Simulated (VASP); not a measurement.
A run of VASP 6.6.1:

INCAR

```
SYSTEM = TaN
PREC = Accurate ; ENCUT = 520
EDIFF = 1E-6 ; ISMEAR = -1
SIGMA = 0.05 ; LREAL = .FALSE.
LASPH = .TRUE. ; NELM = 100
ALGO = Normal ; ISIF = 2
LWAVE = .FALSE. ; LCHARG = .TRUE.
GGA = CA ; LELF = .TRUE.
LVHAR = .TRUE. ; NBANDS = 15
```

The input KPOINTS:

```
regular mesh
0
G
  10 10 10
  0 0 0
```

File POSCAR:

```
TaN
1.0
    0.0000000000      2.2404226923      2.2404226923
    2.2404226923      0.0000000000      2.2404226923
    2.2404226923      2.2404226923      0.0000000000
Ta N
1 1
Direct
    0.5000000000      0.5000000000      0.5000000000
    0.0000000000      0.0000000000      0.0000000000
```

Potentials or basis: VASP PAW LDA potentials, release 64 (Ta_pv, N).

Command:

```sh
$ cat potpaw_LDA.64/Ta_pv/POTCAR potpaw_LDA.64/N/POTCAR > POTCAR
$ mpirun -np 1 vasp_std > vasp.out
```

Hardware: 1 thread of Intel(R) Xeon(R) Platinum 8488C (Sapphire Rapids) (shared host).

Question: How long does it take, and how much memory?

Answer: Run time: 7.2 s on 1 thread of Intel(R) Xeon(R) Platinum 8488C (Sapphire Rapids), with other jobs on the host, peak memory 0.14 GiB. Counts: scf iterations 12, k points 47.
